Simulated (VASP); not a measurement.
# In (Fm-3m) in VASP: a series of runs

In is run at these levels: PBEsol; tasks: single point, relaxation of cell and atoms.

Program: VASP 6.6.1. These are calculated values, not measurements. Logs are shortened: lines on timing, memory, paths and dates and some standing lists are left out, and cuts for length are marked.

## Step 1: The cell of the first run

Symmetry: Fm-3m, No. 225, cubic system. Conventional cell: a = 4.674 Å, b = 4.674 Å, c = 4.674 Å, α = 90.00°, β = 90.00°, γ = 90.00°. Within 4.3 Å of In (site symmetry m-3m) lie 12 In at 3.31 Å.

## Step 2: Single point, PBEsol

Contents of INCAR:

```
  ALGO = Normal
  EDIFF = 1E-6
  ENCUT = 520
  GGA = PS
  ISIF = 2
  ISMEAR = -1
  LASPH = True
  LCHARG = False
  LREAL = False
  LWAVE = False
  NBANDS = 12
  NELM = 80
  PREC = Accurate
  SIGMA = 0.1
```

Contents of KPOINTS:

```
k-points
0
Gamma
  13 13 13
```

Contents of POSCAR:

```
In
1.0
    0.0000000000      2.3372295534      2.3372295534
    2.3372295534      0.0000000000      2.3372295534
    2.3372295534      2.3372295534      0.0000000000
In
1
Direct
    0.0000000000      0.0000000000      0.0000000000
```

Potentials or basis: VASP PAW PBE potentials, release 64 (In_d).

Run with:

```console
$ cat potpaw_PBE.64/In_d/POTCAR > POTCAR
$ mpirun -np 1 vasp_std > vasp.out
```

OUTCAR:

```text
EDIFF = 1E-6
   ENCUT = 520
   GGA = PS
   ISIF = 2
   ISMEAR = -1
   LASPH = True
   LREAL = False
   NELM = 80
   PREC = Accurate

 ion  position               nearest neighbor table
   1  0.000  0.000  0.000-

  LATTYP: Found a face centered cubic cell.
 ALAT       =     4.6744591068

  Lattice vectors:

 A1 = (   0.0000000000,   2.3372295534,   2.3372295534)
 A2 = (   2.3372295534,   0.0000000000,   2.3372295534)
 A3 = (   2.3372295534,   2.3372295534,   0.0000000000)

Analysis of symmetry for initial positions (statically):
=====================================================================
 Subroutine PRICEL returns:
 Original cell was already a primitive cell.

 Routine SETGRP: Setting up the symmetry group for a
 face centered cubic supercell.

 Subroutine GETGRP returns: Found 48 space group operations
 (whereof 48 operations were pure point group operations)
 out of a pool of 48 trial point group operations.

The static configuration has the point symmetry O_h .

Analysis of symmetry for dynamics (positions and initial velocities):
=====================================================================
 Subroutine PRICEL returns:
 Original cell was already a primitive cell.

 Routine SETGRP: Setting up the symmetry group for a
 face centered cubic supercell.

 Subroutine GETGRP returns: Found 48 space group operations
 (whereof 48 operations were pure point group operations)
 out of a pool of 48 trial point group operations.

The dynamic configuration has the point symmetry O_h .

 Subroutine INISYM returns: Found 48 space group operations
 (whereof 48 operations are pure point group operations),
 and found     1 'primitive' translations

----------------------------------------------------------------------------------------

                                     Primitive cell

  volume of cell :      25.5349

  direct lattice vectors                    reciprocal lattice vectors
     0.000000000  2.337229553  2.337229553    -0.213928495  0.213928495  0.213928495
     2.337229553  0.000000000  2.337229553     0.213928495 -0.213928495  0.213928495
     2.337229553  2.337229553  0.000000000     0.213928495  0.213928495 -0.213928495

  length of vectors
     3.305341733  3.305341733  3.305341733     0.370535022  0.370535022  0.370535022

  position of ions in fractional coordinates (direct lattice)
     0.000000000  0.000000000  0.000000000

  ion indices of the primitive-cell ions
   primitive index   ion index
                 1           1

----------------------------------------------------------------------------------------

 KPOINTS: k-points

Automatic generation of k-mesh.
 Grid dimensions read from file:
 generate k-points for:   13   13   13

 Generating k-lattice:

  Cartesian coordinates                     Fractional coordinates (reciprocal lattice)
    -0.016456038  0.016456038  0.016456038     0.076923077  0.000000000  0.000000000
     0.016456038 -0.016456038  0.016456038     0.000000000  0.076923077  0.000000000
     0.016456038  0.016456038 -0.016456038     0.000000000  0.000000000  0.076923077

  Length of vectors
     0.028502694  0.028502694  0.028502694

  Shift w.r.t. Gamma in fractional coordinates (k-lattice)
     0.000000000  0.000000000  0.000000000

 Subroutine IBZKPT returns following result:
 ===========================================

 Found     84 irreducible k-points:

 Following reciprocal coordinates:
            Coordinates               Weight
  0.000000  0.000000  0.000000      1.000000
  0.076923  0.000000  0.000000      8.000000
  0.153846  0.000000  0.000000      8.000000
  0.230769  0.000000  0.000000      8.000000
  0.307692  0.000000  0.000000      8.000000
  0.384615  0.000000  0.000000      8.000000
[... 16 lines left out ...]
  0.384615  0.153846  0.000000     24.000000
  0.461538  0.153846  0.000000     24.000000
 [... further k-points ...]
   k-points           NKPTS =     84   k-points in BZ     NKDIM =     84   number of bands    NBANDS=     12
   number of dos      NEDOS =    301   number of ions     NIONS =      1
   total plane-waves  NPLWV =  21952
   dimension x,y,z NGX =    28 NGY =   28 NGZ =   28
   dimension x,y,z NGXF=    56 NGYF=   56 NGZF=   56
   ions per type =               1
   NGX,Y,Z   is equivalent  to a cutoff of  14.08, 14.08, 14.08 a.u.
   NGXF,Y,Z  is equivalent  to a cutoff of  28.17, 28.17, 28.17 a.u.
 SYSTEM =  unknown system
   PREC   = accura    normal or accurate (medium, high low for compatibility)
   ISTART =      0    job   : 0-new  1-cont  2-samecut
   ICHARG =      2    charge: 1-file 2-atom 10-const
   ISPIN  =      1    spin polarized calculation?
   LNONCOLLINEAR =      F non collinear calculations
   LSORBIT =      F    spin-orbit coupling
   LASPH  =      T    aspherical Exc in radial PAW
   ENCUT  =  520.0 eV  38.22 Ry    6.18 a.u.   6.15  6.15  6.15*2*pi/ulx,y,z
   NELM   =     80;   NELMIN=  2; NELMDL= -5     # of ELM steps
   EDIFF  = 0.1E-05   stopping-criterion for ELM
   LREAL  =      F    real-space projection
   EDIFFG = 0.1E-04   stopping-criterion for IOM
   NSW    =      0    number of steps for IOM
   IBRION =     -1    ionic relax: 0-MD 1-quasi-New 2-CG
   NFREE  =      0    steps in history (QN), initial steepest desc. (CG)
   ISIF   =      2    stress and relaxation
   ISYM   =      2    0-nonsym 1-usesym 2-fastsym
   POTIM  = 0.5000    time-step for ionic-motion
   TEBEG  =    0.0;   TEEND  =   0.0 temperature during run
   PSTRESS=    0.0 pullay stress
   NELECT =      13.0000    total number of electrons
   NUPDOWN=      -1.0000    fix difference up-down
   EMIN   =  10.00;   EMAX   =-10.00  energy-range for DOS
   EFERMI =   0.00;   METHOD = LEGACY
   ISMEAR =    -1;   SIGMA  =   0.10  broadening in eV -4-tet -1-fermi 0-gaus
   EFERMI_NEDOS =   21; number of points for ismear=-14 and -15
   IALGO  =     38    algorithm
   IMIX   =      4    mixing-type and parameters
     AMIX     =   0.40;   BMIX     =  1.00
     AMIX_MAG =   1.60;   BMIX_MAG =  1.00
  volume/ion in A,a.u.               =      25.53       172.32
  Fermi-wavevector in a.u.,A,eV,Ry     =   1.307208  2.470264 23.249524  1.708792
  Thomas-Fermi vector in A             =   2.437958
   LORBIT       =      0    0 simple, 1 ext, 2 COOP (PROOUT), +10 PAW based schemes
   GGA     = PS    functional components
   LHFCALC =     F    Hartree Fock is set to
   AEXX    =    0.0000 exact exchange contribution
   IVDW    =     0    specifies the selected vdW correction
   LEPSILON=     F    determine dielectric tensor
   LRPA    =     F    only Hartree local field effects (RPA)
 non-spin polarized calculation
  energy-cutoff  :      520.00
  volume of cell :       25.53
 maximum number of plane-waves:       701
 NGX is ok and might be reduce to    28
   NGX = 13   NGY = 13   NGZ = 13

 number of electron      13.0000002 magnetization

 Free energy of the ion-electron system (eV)
  ---------------------------------------------------
  ext. energy  EPLUGINS =         0.00000000
  ---------------------------------------------------
  free energy    TOTEN  =        -2.99051569 eV

  energy without entropy =       -2.97684955  energy(sigma->0) =       -2.98368262

 E-fermi :   7.6760     XC(G=0): -10.5216

 val. band max:        7.6729213912   @ k =   0.4615   0.2308   0.0000
 cond. band min:       7.7596032094   @ k =  -0.3077   0.2308   0.0000
 fundamental gap:      0.0866818181
 Fermi energy:         7.6760297816

 k-point     1 :       0.0000    0.0000    0.0000
  band No.  band energies     occupation
      1      -6.9355      2.00000
      2      -6.9355      2.00000
      3      -6.9355      2.00000
      4      -6.7497      2.00000
      5      -6.7497      2.00000
      6      -2.1012      2.00000
      7      18.4025      0.00000
      8      18.4025      0.00000
      9      18.4025      0.00000
     10      19.2096      0.00000
     11      21.8285      0.00000
     12      21.8285      0.00000

 k-point     2 :       0.0769    0.0000    0.0000
  band No.  band energies     occupation
      1      -6.9375      2.00000
      2      -6.9246      2.00000
      3      -6.9246      2.00000
      4      -6.7510      2.00000
      5      -6.7510      2.00000
      6      -1.9691      2.00000
      7      16.7723      0.00000
      8      18.1656      0.00000
      9      18.1656      0.00000
     10      19.0593      0.00000
     11      22.2359      0.00000
     12      22.2359      0.00000

 k-point     3 :       0.1538    0.0000    0.0000
  band No.  band energies     occupation
      1      -6.9451      2.00000
      2      -6.9012      2.00000
      3      -6.9012      2.00000
      4      -6.7475      2.00000
      5      -6.7475      2.00000
      6      -1.5692      2.00000
      7      14.0993      0.00000
      8      17.6647      0.00000
      9      17.6647      0.00000
     10      18.9899      0.00000
     11      22.8463      0.00000
     12      23.1949      0.00000
[... 286 lines left out ...]
 k-point    23 :       0.3846    0.1538    0.0000
  band No.  band energies     occupation
      1      -7.0073      2.00000
      2      -6.8961      2.00000
      3      -6.8300      2.00000
      4      -6.7281      2.00000
      5      -6.6039      2.00000
      6       0.9187      2.00000
      7       8.6132      0.00017
      8      14.3807      0.00000
      9      14.4352      0.00000
     10      16.8924      0.00000
     11      21.7446      0.00000
     12      23.7161      0.00000

 k-point    24 :       0.4615    0.1538    0.0000
  band No.  band energies     occupation
      1      -7.0025      2.00000
      2      -6.9093      2.00000
      3      -6.8457      2.00000
      4      -6.6910      2.00000
      5      -6.5790      2.00000
      6       2.2263      2.00000
      7       6.4680      1.99999
      8      13.5675      0.00000
      9      14.4541      0.00000
     10      16.8600      0.00000
     11      22.9359      0.00000
     12      23.0155      0.00000

 [... further k-points ...]

------------------------ aborting loop because EDIFF is reached ----------------------------------------

  FORCE on cell =-STRESS in cart. coord.  units (eV):
  Direction    XX          YY          ZZ          XY          YZ          ZX
  --------------------------------------------------------------------------------------
  -------------------------------------------------------------------------------------
  Total        0.0137410      0.0137410      0.0137410     -0.0000000     -0.0000000      0.0000000
  in kB        0.8621728      0.8621728      0.8621728     -0.0000000     -0.0000000      0.0000000
  external PRESSURE =       0.8621728 kB  Pullay stress =       0.0000000 kB

 VOLUME and BASIS-vectors are now :
 -----------------------------------------------------------------------------
  energy-cutoff  :      520.00
  volume of cell :       25.53
      direct lattice vectors                 reciprocal lattice vectors
     0.000000000  2.337229553  2.337229553    -0.213928495  0.213928495  0.213928495
     2.337229553  0.000000000  2.337229553     0.213928495 -0.213928495  0.213928495
     2.337229553  2.337229553  0.000000000     0.213928495  0.213928495 -0.213928495

 POSITION                                       TOTAL-FORCE (eV/Angst)
 -----------------------------------------------------------------------------------
      0.00000      0.00000      0.00000         0.000000     -0.000000     -0.000000
 -----------------------------------------------------------------------------------
    total drift:                               -0.000000     -0.000000     -0.000000

  FREE ENERGIE OF THE ION-ELECTRON SYSTEM (eV)
  ---------------------------------------------------
  free  energy   TOTEN  =        -2.9905156930 eV

  energy  without entropy=       -2.9768495527  energy(sigma->0) =       -2.98368262
```

Run time: 12 s. Hardware: 1 thread of Intel Xeon 6975P-C (Granite Rapids), shared host; peak memory 0.16 GiB.

Results:

* Free energy: -2.9905 eV
* Pressure: 0.1 GPa

Caveat: the PAW data sets were made with another functional, which shifts forces and pressure a little; spin-orbit coupling is left out, which moves the levels of the heavy elements.

## Step 3: Single point, PBEsol (volume scaled by 1.04)

Contents of INCAR:

```
PREC = Accurate
ENCUT = 520
EDIFF = 1E-7
ISMEAR = -1
SIGMA = 0.1
LREAL = F
LASPH = T
NELM = 80
ALGO = Normal
ISIF = 2
LWAVE = F
LCHARG = T
GGA = PS
LELF = T
LVHAR = T
NBANDS = 12
```

Contents of KPOINTS:

```
regular mesh
0
Gamma
  13 13 13
```

Contents of POSCAR:

```
In
1.0
    0.0000000000      2.3679861009      2.3679861009
    2.3679861009      0.0000000000      2.3679861009
    2.3679861009      2.3679861009      0.0000000000
In
1
Direct
    0.0000000000      0.0000000000      0.0000000000
```

Potentials or basis: VASP PAW PBE potentials, release 64 (In_d).

Run with:

```console
$ cat potpaw_PBE.64/In_d/POTCAR > POTCAR
$ mpirun -np 1 vasp_std > vasp.out
```

Wall time 15 s (1 thread of Intel Xeon 6975P-C (Granite Rapids), shared host); peak memory 0.16 GiB.

Results (log left out):

```yaml
Free_energy: -2.9861 eV
Pressure: -1.6 GPa
```

Levels at points of the mesh, in eV from the Fermi level:
```tsv
k point	band 3	band 4	band 5	band 6	band 7	band 8	band 9	band 10
(0.00, 0.00, 0.00)	-14.56	-14.39	-14.39	-9.49	10.38	10.38	10.38	11.46
```

Caveat: the PAW data sets were made with another functional, which shifts forces and pressure a little; spin-orbit coupling is left out, which moves the levels of the heavy elements.

## Step 4: Single point, PBEsol (volume scaled by 1.08)

Contents of INCAR:

```
SYSTEM = In
PREC     = Accurate       ! precision mode
ENCUT    = 520            ! plane-wave cutoff, eV
EDIFF    = 1E-7           ! SCF threshold, eV
ISMEAR   = -1             ! smearing method
SIGMA    = 0.1            ! smearing width, eV
LREAL    = .False.        ! projectors in reciprocal space
LASPH    = .True.         ! aspherical terms in the spheres
NELM     = 60             ! most SCF steps
ALGO     = Normal         ! electronic algorithm
ISIF     = 2              ! what is computed and relaxed
LWAVE    = .False.        ! write WAVECAR
LCHARG   = .False.        ! write CHGCAR
GGA      = PS             ! functional
NBANDS   = 12             ! bands
```

Contents of KPOINTS:

```
Automatic mesh
0
Gamma
  13 13 13
  0 0 0
```

Contents of POSCAR:

```
In
1.0
    0.0000000000      2.3979637909      2.3979637909
    2.3979637909      0.0000000000      2.3979637909
    2.3979637909      2.3979637909      0.0000000000
In
1
Direct
    0.0000000000      0.0000000000      0.0000000000
```

Run with:

```console
$ cat potpaw_PBE.64/In_d/POTCAR > POTCAR
$ mpirun -np 1 vasp_std > vasp.out
```

It took 14 s on 1 thread of Intel Xeon 6975P-C (Granite Rapids), shared host; peak memory 0.17 GiB.

The run converged. Its results:

* Free energy: -2.9726 eV
* Pressure: -2.8 GPa

Levels at points of the mesh, in eV from the Fermi level:
| k point | band 2 | band 3 | band 4 | band 5 | band 6 | band 7 | band 8 | band 9 | band 10 | band 11 |
| --- | --- | --- | --- | --- | --- | --- | --- | --- | --- | --- |
| (0.00, 0.00, 0.00) | -14.51 | -14.51 | -14.36 | -14.36 | -9.23 | 10.06 | 10.06 | 10.06 | 11.39 | 13.54 |

Caveat: the PAW data sets were made with another functional, which shifts forces and pressure a little; spin-orbit coupling is left out, which moves the levels of the heavy elements.

## Step 5: Single point, PBEsol (volume scaled by 1.12)

Contents of INCAR:

```
SYSTEM = In
PREC = Accurate
ENCUT = 520
EDIFF = 1E-6
ISMEAR = -1
SIGMA = 0.1
LREAL = .False.
LASPH = .True.
NELM = 100
ALGO = Normal
ISIF = 2
LWAVE = .False.
LCHARG = .True.
GGA = PS
LELF = .True.
LVHAR = .True.
NBANDS = 12
```

KPOINTS is that of step 4.

Contents of POSCAR:

```
In
1.0
    0.0000000000      2.4272101341      2.4272101341
    2.4272101341      0.0000000000      2.4272101341
    2.4272101341      2.4272101341      0.0000000000
In
1
Direct
    0.0000000000      0.0000000000      0.0000000000
```

Run with:

```console
$ cat potpaw_PBE.64/In_d/POTCAR > POTCAR
$ mpirun -np 1 vasp_std > vasp.out
```

It took 13 s on 1 thread of Intel Xeon 6975P-C (Granite Rapids), shared host; peak memory 0.16 GiB.

It converged, with:

* Free energy: -2.9519 eV
* Pressure: -3.8 GPa

Levels at points of the mesh, in eV from the Fermi level:
```
           k point  band 4  band 5  band 6  band 7  band 8  band 9
(0.00, 0.00, 0.00)  -14.33  -14.33   -8.98    9.75    9.75    9.75
```

Caveat: the PAW data sets were made with another functional, which shifts forces and pressure a little; spin-orbit coupling is left out, which moves the levels of the heavy elements.

(Continued in part 2 of 2.)
